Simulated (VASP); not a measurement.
C: single point with LDA

System: C, a slab with vacuum.

```
C
1.0
     2.43969    0.00000    0.00000
    -1.21984    2.11283    0.00000
     0.00000    0.00000    8.46659
C
2
Direct
  0.66667 0.33333 0.00000
  0.33333 0.66667 0.00000
```

```
Program             : VASP 6.6.1
Task                : single point
Functional          : LDA
Potentials or basis : VASP PAW LDA potentials, release 64 (C)
Cutoff              : 520 eV
k mesh              : 12 × 12 × 3
Occupations         : fermi-dirac, width 0.05 eV
Spin                : no spin polarisation
```

```json
{"Band gap on the k mesh": "zero (filled and empty bands touch)"}
```

Levels at points of the mesh, in eV from the Fermi level:
| k point | band 2 | band 3 | band 4 | band 5 | band 6 | band 7 |
| --- | --- | --- | --- | --- | --- | --- |
| (0.00, 0.00, 0.00) | -7.86 | -3.03 | -3.03 | 3.06 | 5.45 | 7.08 |
| (0.50, 0.00, 0.00) | -13.35 | -6.50 | -2.42 | 1.64 | 7.77 | 11.10 |

It took 11 s on 1 thread of Intel(R) Xeon(R) Platinum 8559C (Emerald Rapids), with other jobs on the host, peak memory 0.13 GiB.
